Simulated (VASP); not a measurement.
# NiO (Fm-3m) in VASP: a series of runs, part 2 of 2

VASP 6.6.1. Earlier steps stand in the parts before.

**4. Single point, r2SCAN+D3(BJ), collinear spin, ferromagnetic start**

This run uses another cell than the first one, of 9.62 Å³/atom, 1.039 times its volume.

POSCAR reads:

```
NiO
1.0
    0.0000000000      2.1268120599      2.1268120599
    2.1268120599      0.0000000000      2.1268120599
    2.1268120599      2.1268120599      0.0000000000
Ni O
1 1
Direct
    0.0000000000      0.0000000000      0.0000000000
    0.5000000000      0.5000000000      0.5000000000
```

INCAR.step1 reads:

```
PREC = Accurate
ENCUT = 520
ISMEAR = -1
SIGMA = 0.05
LREAL = F
LASPH = T
NELM = 150
ISPIN = 2
MAGMOM = 1 0
LMAXMIX = 4
NBANDS = 19
GGA = PE
ALGO = Normal
EDIFF = 1E-4
LWAVE = T
LCHARG = F
```

INCAR.step2 reads:

```
PREC = Accurate
ENCUT = 520
EDIFF = 1E-6
ISMEAR = -1
SIGMA = 0.05
LREAL = F
LASPH = T
NELM = 150
ALGO = Normal
ISIF = 2
LWAVE = F
LCHARG = F
ISPIN = 2
MAGMOM = 1 0
LORBIT = 11
LMAXMIX = 4
METAGGA = R2SCAN
LMIXTAU = T
IVDW = 12
VDW_S6 = 1.0
VDW_S8 = 0.78981345
VDW_A1 = 0.49484001
VDW_A2 = 5.73083694
NBANDS = 19
ISTART = 1
```

KPOINTS reads:

```
regular mesh
0
Gamma
  11 11 11
```

Potentials or basis: VASP PAW PBE potentials, release 64 (Ni, O).

Run with:

```bash
$ cat potpaw_PBE.64/Ni/POTCAR potpaw_PBE.64/O/POTCAR > POTCAR
$ cp INCAR.step1 INCAR
$ mpirun -np 1 vasp_std > vasp.out
$ cp INCAR.step2 INCAR
$ mpirun -np 1 vasp_std > vasp.out
```

OUTCAR:

```text
PREC = Accurate
   ENCUT = 520
   EDIFF = 1E-6
   ISMEAR = -1
   LREAL = F
   LASPH = T
   NELM = 150
   ISIF = 2
   ISPIN = 2
   LORBIT = 11
   METAGGA = R2SCAN
   IVDW = 12
   ISTART = 1
 IVDW          = 12

 ion  position               nearest neighbor table
   1  0.000  0.000  0.000-   2 2.13   2 2.13   2 2.13   2 2.13   2 2.13   2 2.13
   2  0.500  0.500  0.500-   1 2.13   1 2.13   1 2.13   1 2.13   1 2.13   1 2.13

  LATTYP: Found a face centered cubic cell.
 ALAT       =     4.2536241198

  Lattice vectors:
[... 1274 lines left out ...]
  in kB    -108.26474  -108.26474  -108.26474     0.00000     0.00000    -0.00000
  external pressure =     -108.26 kB  Pullay stress =        0.00 kB

 VOLUME and BASIS-vectors are now :
 -----------------------------------------------------------------------------
  energy-cutoff  :      520.00
  volume of cell :       19.24
      direct lattice vectors                 reciprocal lattice vectors
     0.000000000  2.126812060  2.126812060    -0.235093645  0.235093645  0.235093645
     2.126812060  0.000000000  2.126812060     0.235093645 -0.235093645  0.235093645
     2.126812060  2.126812060  0.000000000     0.235093645  0.235093645 -0.235093645

 POSITION                                       TOTAL-FORCE (eV/Angst)
 -----------------------------------------------------------------------------------
      0.00000      0.00000      0.00000         0.000000      0.000000      0.000000
      2.12681      2.12681      2.12681        -0.000000     -0.000000      0.000000
 -----------------------------------------------------------------------------------
    total drift:                                0.000000     -0.000000     -0.000000

  FREE ENERGIE OF THE ION-ELECTRON SYSTEM (eV)
  ---------------------------------------------------
  free  energy   TOTEN  =       -20.3274025008 eV

  energy  without entropy=      -20.3274012419  energy(sigma->0) =      -20.32740187

 total charge

# of ion       s       p       d       tot
------------------------------------------
    1        0.319   0.377   8.137   8.833
    2        1.555   3.464   0.000   5.019
--------------------------------------------------
tot          1.874   3.842   8.137  13.852

 magnetization (x)

# of ion       s       p       d       tot
------------------------------------------
    1        0.011   0.011   1.677   1.698
    2        0.026   0.245   0.000   0.271
--------------------------------------------------
tot          0.037   0.255   1.677   1.969
```

Wall time 3.3 min (1 thread of Intel Xeon 8259CL, shared host); peak memory 0.19 GiB.

What came out:

```yaml
Free_energy: -20.3274 eV
Pressure: -10.8 GPa
Band_gap_on_the_k_mesh: 0.92 eV, indirect (least direct gap 1.76 eV)
Net_moment: 2.00 μB per cell
Site_moments: Ni +1.70; O +0.27 μB
Valence_electrons_inside_the_program's_atomic_spheres: Ni 8.83; O 5.02
Dispersion_energy_per_atom: -0.120 eV
```

Caveat: the PAW data sets were made with another functional, which shifts forces and pressure a little; a cell with one magnetic atom can't hold antiferromagnetic order, which such compounds often take.

**5. Relaxation of cell and atoms, PBEsol+D4, collinear spin, ferromagnetic start**

This run uses another cell than the first one, of 9.08 Å³/atom, 0.980 times its volume.

INCAR reads:

```
PREC = Accurate ; ENCUT = 600
EDIFF = 1E-7 ; ISMEAR = -1
SIGMA = 0.05 ; LREAL = False
LASPH = True ; NELM = 150
ALGO = Normal ; ISIF = 3
LWAVE = False ; LCHARG = False
ISPIN = 2 ; MAGMOM = 1 0
LORBIT = 11 ; LMAXMIX = 4
GGA = PS ; IVDW = 13
IBRION = 2 ; NSW = 60
EDIFFG = -0.01
```

KPOINTS reads:

```
Automatic mesh
0
Gamma
  11 11 11
```

POSCAR reads:

```
NiO
1.0
    0.0000000000      2.0859016414      2.0859016414
    2.0859016414      0.0000000000      2.0859016414
    2.0859016414      2.0859016414      0.0000000000
Ni O
1 1
Direct
    0.0000000000      0.0000000000      0.0000000000
    0.5000000000      0.5000000000      0.5000000000
```

Potentials or basis: VASP PAW PBE potentials, release 64 (Ni, O).

Run with:

```bash
$ cat potpaw_PBE.64/Ni/POTCAR potpaw_PBE.64/O/POTCAR > POTCAR
$ mpirun -np 1 vasp_std > vasp.out
```

OUTCAR:

```text
PREC = Accurate
   ENCUT = 600
   EDIFF = 1E-7
   ISMEAR = -1
   LREAL = False
   LASPH = True
   NELM = 150
   ISIF = 3
   ISPIN = 2
   LORBIT = 11
   GGA = PS
   IVDW = 13
   IBRION = 2
   NSW = 60
   EDIFFG = -0.01

 ion  position               nearest neighbor table
   1  0.000  0.000  0.000-   2 2.09   2 2.09   2 2.09   2 2.09   2 2.09   2 2.09
   2  0.500  0.500  0.500-   1 2.09   1 2.09   1 2.09   1 2.09   1 2.09   1 2.09

  LATTYP: Found a face centered cubic cell.
 ALAT       =     4.1718032828

  Lattice vectors:

 A1 = (   0.0000000000,   2.0859016414,   2.0859016414)
 A2 = (   2.0859016414,   0.0000000000,   2.0859016414)
 A3 = (   2.0859016414,   2.0859016414,   0.0000000000)

Analysis of symmetry for initial positions (statically):
=====================================================================
 Subroutine PRICEL returns:
 Original cell was already a primitive cell.

 Routine SETGRP: Setting up the symmetry group for a
 face centered cubic supercell.

 Subroutine GETGRP returns: Found 48 space group operations
 (whereof 48 operations were pure point group operations)
 out of a pool of 48 trial point group operations.

The static configuration has the point symmetry O_h .

Analysis of symmetry for dynamics (positions and initial velocities):
=====================================================================
 Subroutine PRICEL returns:
 Original cell was already a primitive cell.

 Routine SETGRP: Setting up the symmetry group for a
 face centered cubic supercell.

 Subroutine GETGRP returns: Found 48 space group operations
 (whereof 48 operations were pure point group operations)
 out of a pool of 48 trial point group operations.

The dynamic configuration has the point symmetry O_h .

Analysis of structural, dynamic, and magnetic symmetry:
=====================================================================
 Subroutine PRICEL returns:
 Original cell was already a primitive cell.

 Routine SETGRP: Setting up the symmetry group for a
 face centered cubic supercell.

 Subroutine GETGRP returns: Found 48 space group operations
 (whereof 48 operations were pure point group operations)
 out of a pool of 48 trial point group operations.

The overall configuration has the point symmetry O_h .

 Subroutine INISYM returns: Found 48 space group operations
 (whereof 48 operations are pure point group operations),
 and found     1 'primitive' translations

----------------------------------------------------------------------------------------

                                     Primitive cell

  volume of cell :      18.1515

  direct lattice vectors                    reciprocal lattice vectors
     0.000000000  2.085901641  2.085901641    -0.239704495  0.239704495  0.239704495
     2.085901641  0.000000000  2.085901641     0.239704495 -0.239704495  0.239704495
     2.085901641  2.085901641  0.000000000     0.239704495  0.239704495 -0.239704495

  length of vectors
     2.949910391  2.949910391  2.949910391     0.415180364  0.415180364  0.415180364

  position of ions in fractional coordinates (direct lattice)
     0.000000000  0.000000000  0.000000000
     0.500000000  0.500000000  0.500000000

  ion indices of the primitive-cell ions
   primitive index   ion index
                 1           1
                 2           2

[... 60 lines left out ...]
   NGXF,Y,Z  is equivalent  to a cutoff of  27.05, 27.05, 27.05 a.u.
 SYSTEM =  unknown system
   PREC   = accura    normal or accurate (medium, high low for compatibility)
   ISTART =      0    job   : 0-new  1-cont  2-samecut
   ICHARG =      2    charge: 1-file 2-atom 10-const
   ISPIN  =      2    spin polarized calculation?
   LNONCOLLINEAR =      F non collinear calculations
   LSORBIT =      F    spin-orbit coupling
   LASPH  =      T    aspherical Exc in radial PAW
   ENCUT  =  600.0 eV  44.10 Ry    6.64 a.u.   5.89  5.89  5.89*2*pi/ulx,y,z
   NELM   =    150;   NELMIN=  2; NELMDL= -5     # of ELM steps
   EDIFF  = 0.1E-06   stopping-criterion for ELM
   LREAL  =      F    real-space projection
   EDIFFG = -.1E-01   stopping-criterion for IOM
   NSW    =     60    number of steps for IOM
   IBRION =      2    ionic relax: 0-MD 1-quasi-New 2-CG
   NFREE  =      1    steps in history (QN), initial steepest desc. (CG)
   ISIF   =      3    stress and relaxation
   ISYM   =      2    0-nonsym 1-usesym 2-fastsym
   POTIM  = 0.5000    time-step for ionic-motion
   TEBEG  =    0.0;   TEEND  =   0.0 temperature during run
   PSTRESS=    0.0 pullay stress
   NELECT =      16.0000    total number of electrons
   NUPDOWN=      -1.0000    fix difference up-down
   EMIN   =  10.00;   EMAX   =-10.00  energy-range for DOS
   EFERMI =   0.00;   METHOD = LEGACY
   ISMEAR =    -1;   SIGMA  =   0.05  broadening in eV -4-tet -1-fermi 0-gaus
   EFERMI_NEDOS =   21; number of points for ismear=-14 and -15
   IALGO  =     38    algorithm
   IMIX   =      4    mixing-type and parameters
     AMIX     =   0.40;   BMIX     =  1.00
     AMIX_MAG =   1.60;   BMIX_MAG =  1.00
  volume/ion in A,a.u.               =       9.08        61.25
  Fermi-wavevector in a.u.,A,eV,Ry     =   1.569680  2.966264 33.523312  2.463894
  Thomas-Fermi vector in A             =   2.671526
   LORBIT       =     11    0 simple, 1 ext, 2 COOP (PROOUT), +10 PAW based schemes
   GGA     = PS    functional components
   LHFCALC =     F    Hartree Fock is set to
   AEXX    =    0.0000 exact exchange contribution
   IVDW    =    13    specifies the selected vdW correction
   LEPSILON=     F    determine dielectric tensor
   LRPA    =     F    only Hartree local field effects (RPA)
 conjugate gradient relaxation of ions
 spin polarized calculation
  energy-cutoff  :      600.00
  volume of cell :       18.15
 maximum number of plane-waves:       620
   NGX = 11   NGY = 11   NGZ = 11

--------------------------------------- Ionic step        1  -------------------------------------------

 number of electron      16.0000001 magnetization       1.3433725

 Free energy of the ion-electron system (eV)
  ---------------------------------------------------
  ext. energy  EPLUGINS =         0.00000000
  ---------------------------------------------------
  free energy    TOTEN  =       -12.38820840 eV

  energy without entropy =      -12.37499090  energy(sigma->0) =      -12.38159965

------------------------ aborting loop because EDIFF is reached ----------------------------------------

  DFT-D4 for vdW energy calculation

  Edisp (eV):   -0.35450
[... 71 lines left out ...]
--------------------------------------- Ionic step        3  -------------------------------------------

 number of electron      15.9999990 magnetization       1.1987356

 Free energy of the ion-electron system (eV)
  ---------------------------------------------------
  ext. energy  EPLUGINS =         0.00000000
  ---------------------------------------------------
  free energy    TOTEN  =       -12.40549637 eV

  energy without entropy =      -12.39155081  energy(sigma->0) =      -12.39852359

 E-fermi :   8.5948     XC(G=0): -13.2698

 val. band max:        8.5934238565   @ k =   0.3636   0.1818   0.0909
 cond. band min:       8.6006106395   @ k =   0.4545   0.2727   0.0909
 fundamental gap:      0.0071867831
 Fermi energy:         8.5947607963

 spin component 1

 k-point     1 :       0.0000    0.0000    0.0000
  band No.  band energies     occupation
      1     -12.3870      1.00000
      2       5.2099      1.00000
      3       5.2099      1.00000
      4       5.2099      1.00000
      5       5.8886      1.00000
      6       5.8886      1.00000
      7       6.0712      1.00000
      8       6.0713      1.00000
      9       6.0713      1.00000
     10      10.3392      0.00000
     11      26.3460      0.00000
     12      27.8137      0.00000
     13      27.8137      0.00000
[... 356 lines left out ...]
      2       1.5053      1.00000
      3       2.8698      1.00000
      4       3.3572      1.00000
      5       6.4576      1.00000
      6       6.4863      1.00000
      7       7.1068      1.00000
      8       7.2360      1.00000
      9       8.8400      0.00736
     10      14.0401      0.00000
     11      20.8775      0.00000
     12      22.1279      0.00000
     13      25.4108      0.00000

 [... further k-points ...]

 spin component 2

 k-point     1 :       0.0000    0.0000    0.0000
  band No.  band energies     occupation
      1     -12.1074      1.00000
      2       5.5410      1.00000
      3       5.5410      1.00000
      4       5.5410      1.00000
      5       6.6944      1.00000
      6       6.6945      1.00000
      7       6.6945      1.00000
      8       7.4948      1.00000
      9       7.4949      1.00000
     10      10.5821      0.00000
     11      26.3247      0.00000
     12      28.0000      0.00000
     13      28.0000      0.00000
[... 401 lines left out ...]
  FREE ENERGIE OF THE ION-ELECTRON SYSTEM (eV)
  ---------------------------------------------------
  free  energy   TOTEN  =       -12.7742354180 eV

  energy  without entropy=      -12.7602898516  energy(sigma->0) =      -12.76726263

 reached required accuracy - stopping structural energy minimisation

 total charge

# of ion       s       p       d       tot
------------------------------------------
    1        0.353   0.448   8.341   9.142
    2        1.555   3.400   0.000   4.955
--------------------------------------------------
tot          1.907   3.848   8.341  14.097

 magnetization (x)

# of ion       s       p       d       tot
------------------------------------------
    1        0.010   0.014   0.980   1.003
    2        0.023   0.143   0.000   0.166
--------------------------------------------------
tot          0.033   0.157   0.980   1.170
```

CONTCAR:

```text
NiO
   1.00000000000000
     0.0000000000000000    2.0502145603842892    2.0502145603842892
     2.0502145603842892    0.0000000000000000    2.0502145603842892
     2.0502145603842892    2.0502145603842892    0.0000000000000000
  Ni              O
     1     1
Direct
     0.0000000000000000    0.0000000000000000    0.0000000000000000
     0.5000000000000000    0.5000000000000000    0.5000000000000000

  0.00000000E+00  0.00000000E+00  0.00000000E+00
  0.00000000E+00  0.00000000E+00  0.00000000E+00
```

It took 3.5 min on 1 thread of Intel Xeon 8259CL, shared host; peak memory 0.18 GiB.

What came out:

```
Free energy                                           : -12.7742 eV
Relaxed volume                                        : 8.62 Å³/atom
Relaxed cell                                          : a = 2.899 Å, b = 2.899 Å, c = 2.899 Å, α = 60.00°, β = 60.00°, γ = 60.00°
Space group after relaxing (to 0.05 Å)                : Fm-3m (No. 225)
Energy gained by relaxing                             : 15.8 meV/atom
Ionic steps                                           : 3
Pressure after relaxing                               : -0.1 GPa
Net moment                                            : 1.20 μB per cell
Site moments                                          : Ni +1.00; O +0.17 μB
Valence electrons inside the program's atomic spheres : Ni 9.14; O 4.96
Dispersion energy per atom                            : -0.184 eV
```

Step by step:
```csv
step,energy change (eV),largest force (eV/Å),pressure (GPa),volume (Å³)
1,0.0000,0.0000,-10.39,18.15
2,-0.0161,0.0000,8.86,16.65
3,-0.0315,0.0000,-0.07,17.24
```

Final structure:
```cif
data_structure
_symmetry_space_group_name_H-M 'P 1'
_symmetry_Int_Tables_number 1
_cell_length_a 2.8994
_cell_length_b 2.8994
_cell_length_c 2.8994
_cell_angle_alpha 60.000
_cell_angle_beta 60.000
_cell_angle_gamma 60.000
_cell_volume 17.24
loop_
_atom_site_label
_atom_site_type_symbol
_atom_site_fract_x
_atom_site_fract_y
_atom_site_fract_z
_atom_site_occupancy
Ni1 Ni 0.00000 0.00000 0.00000 1
O1 O 0.50000 0.50000 0.50000 1
```

Caveat: the PAW data sets were made with another functional, which shifts forces and pressure a little; a cell with one magnetic atom can't hold antiferromagnetic order, which such compounds often take; semilocal functionals often make such compounds metallic where correlation or magnetic order opens a gap, which also shifts bond lengths; pairwise dispersion overbinds metals, which lowers pressure and volume.

**6. Overview**

```tsv
task	level	cell	cutoff (eV)	gap on the mesh (eV)	pressure (GPa)	moment (μB)
single point	r2SCAN+D3(BJ)	a = 2.969 Å, angles 60.0°, 2 atoms	520	0.80	-3.3	2.00
single point	r2SCAN+D3(BJ)	a = 2.989 Å, angles 60.0°, 2 atoms	520	0.86	-7.3	2.00
single point	r2SCAN+D3(BJ)	a = 3.008 Å, angles 60.0°, 2 atoms	520	0.92	-10.8	2.00
relaxation of cell and atoms	PBEsol+D4	relaxed from a = 2.950 Å, angles 60.0°, 2 atoms	600	none	-0.1	1.20
```

Alike in all rows: potentials or basis VASP PAW PBE potentials, release 64 (Ni, O); spin collinear, ferromagnetic start; k mesh 11 × 11 × 11; smearing fermi-dirac 0.05 eV.

Caveats: the PAW data sets were made with another functional, which shifts forces and pressure a little; a cell with one magnetic atom can't hold antiferromagnetic order, which such compounds often take; semilocal functionals often make such compounds metallic where correlation or magnetic order opens a gap, which also shifts bond lengths (some runs); pairwise dispersion overbinds metals, which lowers pressure and volume (some runs).

Absolute energies hang on the potentials; compare differences alone.
